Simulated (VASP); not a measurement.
Wanted: the native input for a VASP 6.6.1 run.

- Task: relaxation of cell and atoms
- Functional: PBEsol
- Potentials or basis: VASP PAW PBE potentials, release 64 (In_d, Pd)
- Cutoff: 500 eV
- k mesh: 8 × 8 × 8
- Occupations: fermi-dirac, width 0.05 eV
- Spin: no spin polarisation
- Target pressure: 2 GPa
- Dipole correction: no
- Further INCAR settings: ALGO = Normal; EDIFF = 1e-07; IBRION = 2; EDIFFG = -0.01; NSW = 60; ISIF = 3

The structure of InPd lies in POSCAR:

```
InPd
1.0
    3.2718847800      0.0000000000      0.0000000000
    0.0000000000      3.2718847800      0.0000000000
    0.0000000000      0.0000000000      3.2718847800
In Pd
1 1
Direct
    0.0000000000      0.0000000000      0.0000000000
    0.5000000000      0.5000000000      0.5000000000
```

These files were run (other wordings do the same):

INCAR

```
PREC     = Accurate       # precision mode
ENCUT    = 500            # plane-wave cutoff, eV
EDIFF    = 1E-7           # SCF threshold, eV
ISMEAR   = -1             # smearing method
SIGMA    = 0.05           # smearing width, eV
LREAL    = False          # projectors in reciprocal space
LASPH    = True           # aspherical terms in the spheres
NELM     = 120            # most SCF steps
ALGO     = Normal         # electronic algorithm
ISIF     = 3              # what is computed and relaxed
LWAVE    = False          # write WAVECAR
LCHARG   = False          # write CHGCAR
GGA      = PS             # functional
IBRION   = 2              # ionic algorithm
NSW      = 60             # ionic steps
EDIFFG   = -0.01          # ionic threshold
PSTRESS  = 20.0         
GGA_COMPAT= False        
NELMIN   = 4
```

KPOINTS

```
Automatic mesh
0
Gamma
  8 8 8
```

Potentials or basis: VASP PAW PBE potentials, release 64 (In_d, Pd).

Launch:

```bash
$ cat potpaw_PBE.64/In_d/POTCAR potpaw_PBE.64/Pd/POTCAR > POTCAR
$ mpirun -np 1 vasp_std > vasp.out
```

It gave:

```json
{"Relaxed volume": "16.90 Å³/atom", "Relaxed cell": "a = 3.233 Å, b = 3.233 Å, c = 3.233 Å, α = 90.00°, β = 90.00°, γ = 90.00°", "Space group after relaxing (to 0.05 Å)": "Pm-3m (No. 221)", "Energy change on relaxing (the enthalpy is what falls)": "-2.1 meV/atom", "Ionic steps": "3", "Pressure after relaxing": "2.0 GPa"}
```

Caveat: the cell is relaxed towards a set pressure, so the enthalpy falls and the energy may rise; the PAW data sets were made with another functional, which shifts forces and pressure a little.

Run time: 13 s on 1 thread of Intel(R) Xeon(R) 6975P-C (Granite Rapids), on a shared host, peak memory 0.15 GiB.
